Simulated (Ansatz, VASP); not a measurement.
## Ce in VASP and in Ansatz

```xyz
1
Lattice="0.0000 2.3775 2.3775 2.3775 0.0000 2.3775 2.3775 2.3775 0.0000" Properties=species:S:1:pos:R:3 pbc="T T T"
Ce    0.0000    0.0000    0.0000
```

Alike in both runs: task single point; functional PBE; k mesh 11 × 11 × 11; occupations methfessel-paxton of order 1, width 1 eV; no spin polarisation.

|  | VASP | Ansatz |
| --- | --- | --- |
| version | VASP 6.6.1 | Ansatz 0.2.0 |
| potentials or method | VASP PAW PBE potentials, release 64 (Ce), cutoff 500 eV | plane waves (420 eV) with PAW, scalar-relativistic |
| valence electrons in the cell | 12 | 12 |

```tsv
	VASP	Ansatz	Ansatz less VASP
pressure (GPa)	0.5	0.3	-0.22
```

Spin-orbit coupling is off throughout.
